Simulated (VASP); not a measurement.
CdHg3S4:

```xyz
8
Lattice="-2.9218 2.9218 5.8436 2.9218 -2.9218 5.8436 2.9218 2.9218 -5.8436" Properties=species:S:1:pos:R:3 pbc="T T T"
Cd    0.0000    0.0000    0.0000
Hg    0.0000    0.0000    5.8436
Hg    2.9218    0.0000    2.9218
Hg    0.0000    2.9218    2.9218
S     1.4609    1.4609    4.3827
S     1.4609    1.4609   -1.4609
S    -1.4609    1.4609    7.3044
S     1.4609   -1.4609    7.3044
```

- Program: VASP 6.6.1
- Task: relaxation of cell and atoms
- Functional: PBE
- Potentials or basis: VASP PAW PBE potentials, release 64 (Cd, Hg, S)
- Cutoff: 600 eV
- k mesh: 4 × 4 × 4
- Occupations: gaussian, width 0.1 eV
- Spin: no spin polarisation

At the start: pressure 4.4 GPa; volume 24.94 Å³/atom.

**Question.** Where does the relaxation end?

**Answer.** Over 6 steps the energy falls by 24.5 meV/atom and the volume is 26.84 Å³/atom (+7.6 %); space group I-42m (No. 121, to 0.05 Å).

Step by step:
| step | energy change (eV) | largest force (eV/Å) | pressure (GPa) | volume (Å³) |
| --- | --- | --- | --- | --- |
| 1 | 0.0000 | 0.1640 | 4.39 | 199.54 |
| 2 | -0.1733 | 0.0694 | -1.21 | 219.94 |
| 3 | -0.1939 | 0.0885 | -0.01 | 214.52 |
| 4 | -0.1939 | 0.0874 | -0.09 | 214.82 |
| 5 | -0.1951 | 0.0560 | -0.08 | 214.78 |
| 6 | -0.1960 | 0.0071 | -0.06 | 214.71 |

Final structure:
```yaml
crystal:
  lattice:
    - [-2.99389, 2.99389, 5.98863]
    - [2.99389, -2.99389, 5.98863]
    - [2.99389, 2.99389, -5.98863]
  atoms:
    - { symbol: Cd, position: [0.00000, 0.00000, 0.00000] }
    - { symbol: Hg, position: [0.50000, 0.50000, 0.00000] }
    - { symbol: Hg, position: [0.25000, 0.75000, 0.50000] }
    - { symbol: Hg, position: [0.75000, 0.25000, 0.50000] }
    - { symbol: S, position: [0.62746, 0.62746, 0.50327] }
    - { symbol: S, position: [0.12419, 0.12419, 0.49673] }
    - { symbol: S, position: [0.87581, 0.37254, 0.00000] }
    - { symbol: S, position: [0.37254, 0.87581, 0.00000] }
```

Caveat: the k points lie up to 0.37 Å⁻¹ apart in the final cell.
